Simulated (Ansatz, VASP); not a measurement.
Sn in VASP and in Ansatz

INCAR

```
SYSTEM = Sn
PREC = Accurate
ENCUT = 600
EDIFF = 1E-6
ISMEAR = 0
SIGMA = 0.1
LREAL = .False.
LASPH = .True.
NELM = 60
ALGO = Normal
ISIF = 3
LWAVE = .False.
LCHARG = .False.
GGA = PE
IBRION = 2
NSW = 100
EDIFFG = -0.005
```

The input KPOINTS:

```
regular mesh
0
Gamma
  12 12 12
  0 0 0
```

File POSCAR:

```
Sn
1.0
    0.0000000000      3.2333428000      3.2333428000
    3.2333428000      0.0000000000      3.2333428000
    3.2333428000      3.2333428000      0.0000000000
Sn
2
Direct
    0.0000000000      0.0000000000      0.0000000000
    0.2500000000      0.2500000000      0.2500000000
```

Input for Ansatz:

```yaml
crystal:
  lattice:
    - [0.0, 3.2333428, 3.2333428]
    - [3.2333428, 0.0, 3.2333428]
    - [3.2333428, 3.2333428, 0.0]
  atoms:
    - { symbol: Sn, position: [0.0, 0.0, 0.0] }
    - { symbol: Sn, position: [0.25, 0.25, 0.25] }
basis:
  ecutwfc: 420
kpoints:
  mp_grid: { grid: [12, 12, 12] }
hamiltonian:
  xc: pbe
scf:
  occupations: { method: gaussian, width: 0.1 }
output:
  forces: true
  stress: true
  eigenvalues: true
  write_density: true
  write_potential: true
  elf: true
  volumetric_format: npy
relax:
  adjacent_minimum: "off"
  f_tol: 0.005
  max_steps: 80
  cell: { stress_tol: 0.05 }
```

Alike in both runs: task relaxation of cell and atoms; functional PBE; k mesh 12 × 12 × 12; occupations gaussian, width 0.1 eV; no spin polarisation.

|  | VASP | Ansatz |
| --- | --- | --- |
| version | VASP 6.6.1 | Ansatz 0.2.0 |
| potentials or method | VASP PAW PBE potentials, release 64 (Sn_d), cutoff 600 eV | scalar-relativistic, plane waves, PAW |
| valence electrons in the cell | 28 | 28 |

|  | VASP | Ansatz | Ansatz less VASP |
| --- | --- | --- | --- |
| gap on the k mesh at the Fermi level, each at its own relaxed structure (eV) | none | none | - |
| relaxed volume (Å³/atom) | 36.80 | 36.84 | +0.035 |
| relaxed cell length with the largest relative difference (Å) | 4.704 | 4.706 | +0.0015 |

A gap of «none» marks a metal or a gap that the smearing closes.
